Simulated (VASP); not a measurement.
# TiNi (Pm-3m) in VASP: single point with r2SCAN

Aim: the single point of TiNi with r2SCAN.

Everything below comes from runs of VASP 6.6.1. Logs are shortened: lines on timing, memory, paths and dates and some standing lists are left out, and cuts for length are marked.

## Step 1: The cell of the first run

The structure is cubic, space group Pm-3m (No. 221). Conventional cell: a = 2.989 Å, b = 2.989 Å, c = 2.989 Å, α = 90.00°, β = 90.00°, γ = 90.00°. Ti (site symmetry m-3m) has 8 Ni at 2.59 Å and 6 Ti at 2.99 Å within 3.4 Å. Within 3.4 Å of Ni (site symmetry m-3m) lie 8 Ti at 2.59 Å and 6 Ni at 2.99 Å.

## Step 2: Single point, r2SCAN, collinear spin, ferromagnetic start

POSCAR

```
TiNi
1.0
    2.9885840077      0.0000000000      0.0000000000
    0.0000000000      2.9885840077      0.0000000000
    0.0000000000      0.0000000000      2.9885840077
Ti Ni
1 1
Direct
    0.5000000000      0.5000000000      0.5000000000
    0.0000000000      0.0000000000      0.0000000000
```

INCAR.step1

```
  ALGO = Normal
  EDIFF = 1E-4
  ENCUT = 520
  GGA = PE
  ISMEAR = 0
  ISPIN = 2
  LASPH = True
  LCHARG = False
  LMAXMIX = 4
  LREAL = False
  LWAVE = True
  MAGMOM = 0.5 0.38
  NBANDS = 22
  NELM = 150
  PREC = Accurate
  SIGMA = 0.1
```

INCAR.step2

```
  ALGO = Normal
  EDIFF = 1E-6
  ENCUT = 520
  ISIF = 2
  ISMEAR = 0
  ISPIN = 2
  ISTART = 1
  LASPH = True
  LCHARG = False
  LMAXMIX = 4
  LMIXTAU = True
  LORBIT = 11
  LREAL = False
  LWAVE = False
  MAGMOM = 0.5 0.38
  METAGGA = R2SCAN
  NBANDS = 22
  NELM = 150
  PREC = Accurate
  SIGMA = 0.1
```

KPOINTS

```
k-points
0
Gamma
  14 14 14
```

Potentials or basis: VASP PAW PBE potentials, release 64 (Ti_sv, Ni).

Run with:

```
> cat potpaw_PBE.64/Ti_sv/POTCAR potpaw_PBE.64/Ni/POTCAR > POTCAR
> cp INCAR.step1 INCAR
> mpirun -np 1 vasp_std > vasp.out
> cp INCAR.step2 INCAR
> mpirun -np 1 vasp_std > vasp.out
```

OUTCAR:

```text
EDIFF = 1E-6
   ENCUT = 520
   ISIF = 2
   ISMEAR = 0
   ISPIN = 2
   ISTART = 1
   LASPH = True
   LORBIT = 11
   LREAL = False
   METAGGA = R2SCAN
   NELM = 150
   PREC = Accurate

 ion  position               nearest neighbor table
   1  0.500  0.500  0.500-   2 2.59   2 2.59   2 2.59   2 2.59   2 2.59   2 2.59   2 2.59   2 2.59

   2  0.000  0.000  0.000-   1 2.59   1 2.59   1 2.59   1 2.59   1 2.59   1 2.59   1 2.59   1 2.59

  LATTYP: Found a simple cubic cell.
 ALAT       =     2.9885840077

  Lattice vectors:

 A1 = (   2.9885840077,   0.0000000000,   0.0000000000)
 A2 = (   0.0000000000,   2.9885840077,   0.0000000000)
 A3 = (   0.0000000000,   0.0000000000,   2.9885840077)

Analysis of symmetry for initial positions (statically):
=====================================================================
 Subroutine PRICEL returns:
 Original cell was already a primitive cell.

 Routine SETGRP: Setting up the symmetry group for a
 simple cubic supercell.

 Subroutine GETGRP returns: Found 48 space group operations
 (whereof 48 operations were pure point group operations)
 out of a pool of 48 trial point group operations.

The static configuration has the point symmetry O_h .

Analysis of symmetry for dynamics (positions and initial velocities):
=====================================================================
 Subroutine PRICEL returns:
 Original cell was already a primitive cell.

 Routine SETGRP: Setting up the symmetry group for a
 simple cubic supercell.

 Subroutine GETGRP returns: Found 48 space group operations
 (whereof 48 operations were pure point group operations)
 out of a pool of 48 trial point group operations.

The dynamic configuration has the point symmetry O_h .

Analysis of structural, dynamic, and magnetic symmetry:
=====================================================================
 Subroutine PRICEL returns:
 Original cell was already a primitive cell.

 Routine SETGRP: Setting up the symmetry group for a
 simple cubic supercell.

 Subroutine GETGRP returns: Found 48 space group operations
 (whereof 48 operations were pure point group operations)
 out of a pool of 48 trial point group operations.

The overall configuration has the point symmetry O_h .

 Subroutine INISYM returns: Found 48 space group operations
 (whereof 48 operations are pure point group operations),
 and found     1 'primitive' translations

----------------------------------------------------------------------------------------

                                     Primitive cell

  volume of cell :      26.6929

  direct lattice vectors                    reciprocal lattice vectors
     2.988584008  0.000000000  0.000000000     0.334606622  0.000000000  0.000000000
     0.000000000  2.988584008  0.000000000     0.000000000  0.334606622  0.000000000
     0.000000000  0.000000000  2.988584008     0.000000000  0.000000000  0.334606622

  length of vectors
     2.988584008  2.988584008  2.988584008     0.334606622  0.334606622  0.334606622

  position of ions in fractional coordinates (direct lattice)
     0.500000000  0.500000000  0.500000000
     0.000000000  0.000000000  0.000000000

  ion indices of the primitive-cell ions
   primitive index   ion index
                 1           1
                 2           2

----------------------------------------------------------------------------------------

 KPOINTS: k-points

Automatic generation of k-mesh.
 Grid dimensions read from file:
 generate k-points for:   14   14   14

 Generating k-lattice:

  Cartesian coordinates                     Fractional coordinates (reciprocal lattice)
     0.023900473  0.000000000  0.000000000     0.071428571  0.000000000  0.000000000
     0.000000000  0.023900473  0.000000000     0.000000000  0.071428571  0.000000000
     0.000000000  0.000000000  0.023900473     0.000000000  0.000000000  0.071428571

  Length of vectors
     0.023900473  0.023900473  0.023900473

  Shift w.r.t. Gamma in fractional coordinates (k-lattice)
     0.000000000  0.000000000  0.000000000

 Subroutine IBZKPT returns following result:
 ===========================================

 Found    120 irreducible k-points:

 Following reciprocal coordinates:
            Coordinates               Weight
  0.000000  0.000000  0.000000      1.000000
  0.071429  0.000000  0.000000      6.000000
  0.142857  0.000000  0.000000      6.000000
  0.214286  0.000000  0.000000      6.000000
  0.285714  0.000000  0.000000      6.000000
  0.357143  0.000000  0.000000      6.000000
[... 16 lines left out ...]
  0.285714  0.214286  0.000000     24.000000
  0.357143  0.214286  0.000000     24.000000
 [... further k-points ...]
   k-points           NKPTS =    120   k-points in BZ     NKDIM =    120   number of bands    NBANDS=     22
   number of dos      NEDOS =    301   number of ions     NIONS =      2
   total plane-waves  NPLWV =  13824
   dimension x,y,z NGX =    24 NGY =   24 NGZ =   24
   dimension x,y,z NGXF=    48 NGYF=   48 NGZF=   48
   ions per type =               1   1
   NGX,Y,Z   is equivalent  to a cutoff of  13.35, 13.35, 13.35 a.u.
   NGXF,Y,Z  is equivalent  to a cutoff of  26.70, 26.70, 26.70 a.u.
 SYSTEM =  unknown system
   PREC   = accura    normal or accurate (medium, high low for compatibility)
   ISTART =      1    job   : 0-new  1-cont  2-samecut
   ICHARG =      0    charge: 1-file 2-atom 10-const
   ISPIN  =      2    spin polarized calculation?
   LNONCOLLINEAR =      F non collinear calculations
   LSORBIT =      F    spin-orbit coupling
   LASPH  =      T    aspherical Exc in radial PAW
   ENCUT  =  520.0 eV  38.22 Ry    6.18 a.u.   5.56  5.56  5.56*2*pi/ulx,y,z
   NELM   =    150;   NELMIN=  2; NELMDL=  0     # of ELM steps
   EDIFF  = 0.1E-05   stopping-criterion for ELM
   LREAL  =      F    real-space projection
   EDIFFG = 0.1E-04   stopping-criterion for IOM
   NSW    =      0    number of steps for IOM
   IBRION =     -1    ionic relax: 0-MD 1-quasi-New 2-CG
   NFREE  =      0    steps in history (QN), initial steepest desc. (CG)
   ISIF   =      2    stress and relaxation
   ISYM   =      2    0-nonsym 1-usesym 2-fastsym
   POTIM  = 0.5000    time-step for ionic-motion
   TEBEG  =    0.0;   TEEND  =   0.0 temperature during run
   PSTRESS=    0.0 pullay stress
   NELECT =      22.0000    total number of electrons
   NUPDOWN=      -1.0000    fix difference up-down
   EMIN   =  10.00;   EMAX   =-10.00  energy-range for DOS
   EFERMI =   0.00;   METHOD = LEGACY
   ISMEAR =     0;   SIGMA  =   0.10  broadening in eV -4-tet -1-fermi 0-gaus
   EFERMI_NEDOS =   21; number of points for ismear=-14 and -15
   IALGO  =     38    algorithm
   IMIX   =      4    mixing-type and parameters
     AMIX     =   0.40;   BMIX     =  1.00
     AMIX_MAG =   1.60;   BMIX_MAG =  1.00
  volume/ion in A,a.u.               =      13.35        90.07
  Fermi-wavevector in a.u.,A,eV,Ry     =   1.534912  2.900564 32.054728  2.355956
  Thomas-Fermi vector in A             =   2.641774
   LORBIT       =     11    0 simple, 1 ext, 2 COOP (PROOUT), +10 PAW based schemes
   METAGGA = R2SCAN    functional components
   LHFCALC =     F    Hartree Fock is set to
   AEXX    =    0.0000 exact exchange contribution
   IVDW    =     0    specifies the selected vdW correction
   LEPSILON=     F    determine dielectric tensor
   LRPA    =     F    only Hartree local field effects (RPA)
 spin polarized calculation
 Gauss-broadening in eV      SIGMA  =   0.10
  energy-cutoff  :      520.00
  volume of cell :       26.69
 maximum number of plane-waves:       739
 NGX is ok and might be reduce to    24
   NGX = 11   NGY = 11   NGZ = 11

 number of electron      21.9999986 magnetization      -0.0000105

 Free energy of the ion-electron system (eV)
  ---------------------------------------------------
  ext. energy  EPLUGINS =         0.00000000
  ---------------------------------------------------
  free energy    TOTEN  =       -25.57898728 eV

  energy without entropy =      -25.56648527  energy(sigma->0) =      -25.57273627

 E-fermi :   9.5844     XC(G=0): -13.5547

 val. band max:        9.5700234043   @ k =   0.5000   0.4286   0.0000
 cond. band min:       9.5932761230   @ k =   0.3571   0.0000   0.0000
 fundamental gap:      0.0232527187
 Fermi energy:         9.5844061134

 spin component 1

 k-point     1 :       0.0000    0.0000    0.0000
  band No.  band energies     occupation
      1     -50.0267      1.00000
      2     -25.0738      1.00000
      3     -25.0738      1.00000
      4     -25.0738      1.00000
      5       1.3187      1.00000
      6       5.5302      1.00000
[... 14 lines left out ...]
     21      29.3041      0.00000
     22      31.5299      0.00000
[... 552 lines left out ...]
  band No.  band energies     occupation
      1     -49.9886      1.00000
      2     -25.3057      1.00000
      3     -25.1664      1.00000
      4     -25.0436      1.00000
      5       4.2036      1.00000
      6       6.0148      1.00000
[... 14 lines left out ...]
     21      28.3888      0.00000
     22      29.6739      0.00000

 [... further k-points ...]

 spin component 2

 k-point     1 :       0.0000    0.0000    0.0000
  band No.  band energies     occupation
      1     -50.0267      1.00000
      2     -25.0738      1.00000
      3     -25.0738      1.00000
      4     -25.0738      1.00000
      5       1.3187      1.00000
      6       5.5302      1.00000
[... 14 lines left out ...]
     21      29.3041      0.00000
     22      31.5299      0.00000
[... 552 lines left out ...]
  band No.  band energies     occupation
      1     -49.9887      1.00000
      2     -25.3057      1.00000
      3     -25.1665      1.00000
      4     -25.0436      1.00000
      5       4.2036      1.00000
      6       6.0148      1.00000
[... 14 lines left out ...]
     21      28.3888      0.00000
     22      29.6739      0.00000

 [... further k-points ...]

------------------------ aborting loop because EDIFF is reached ----------------------------------------

  FORCE on cell =-STRESS in cart. coord.  units (eV):
  Direction    XX          YY          ZZ          XY          YZ          ZX
  --------------------------------------------------------------------------------------
  -------------------------------------------------------------------------------------
  Total        0.0890731      0.0890731      0.0890731     -0.0000000      0.0000000     -0.0000000
  in kB        5.3463917      5.3463917      5.3463917     -0.0000000      0.0000000     -0.0000000
  external PRESSURE =       5.3463917 kB  Pullay stress =       0.0000000 kB

 VOLUME and BASIS-vectors are now :
 -----------------------------------------------------------------------------
  energy-cutoff  :      520.00
  volume of cell :       26.69
      direct lattice vectors                 reciprocal lattice vectors
     2.988584008  0.000000000  0.000000000     0.334606622  0.000000000  0.000000000
     0.000000000  2.988584008  0.000000000     0.000000000  0.334606622  0.000000000
     0.000000000  0.000000000  2.988584008     0.000000000  0.000000000  0.334606622

 POSITION                                       TOTAL-FORCE (eV/Angst)
 -----------------------------------------------------------------------------------
      1.49429      1.49429      1.49429         0.000000      0.000000      0.000000
      0.00000      0.00000      0.00000         0.000000      0.000000      0.000000
 -----------------------------------------------------------------------------------
    total drift:                                0.000000      0.000000     -0.000000

  FREE ENERGIE OF THE ION-ELECTRON SYSTEM (eV)
  ---------------------------------------------------
  free  energy   TOTEN  =       -25.5789872765 eV

  energy  without entropy=      -25.5664852658  energy(sigma->0) =      -25.57273627

 total charge

# of ion       s       p       d       tot
------------------------------------------
    1        2.238   6.176   1.797  10.211
    2        0.600   0.513   8.335   9.448
--------------------------------------------------
tot          2.838   6.689  10.132  19.659

 magnetization (x)

# of ion       s       p       d       tot
------------------------------------------
    1       -0.000  -0.000  -0.000  -0.000
    2       -0.000  -0.000  -0.000  -0.000
--------------------------------------------------
tot         -0.000  -0.000  -0.000  -0.000
```

Run time: 2.5 min. Hardware: 1 thread of Intel Xeon 6975P-C (Granite Rapids), shared host; peak memory 0.23 GiB.

What came out:

- Free energy: -25.5790 eV
- Pressure: 0.5 GPa
- Band gap on the k mesh: zero (filled and empty bands overlap)
- Net moment: 0.00 μB per cell
- Valence electrons inside the program's atomic spheres: Ti 10.21; Ni 9.45

Caveat: the PAW data sets were made with another functional, which shifts forces and pressure a little.
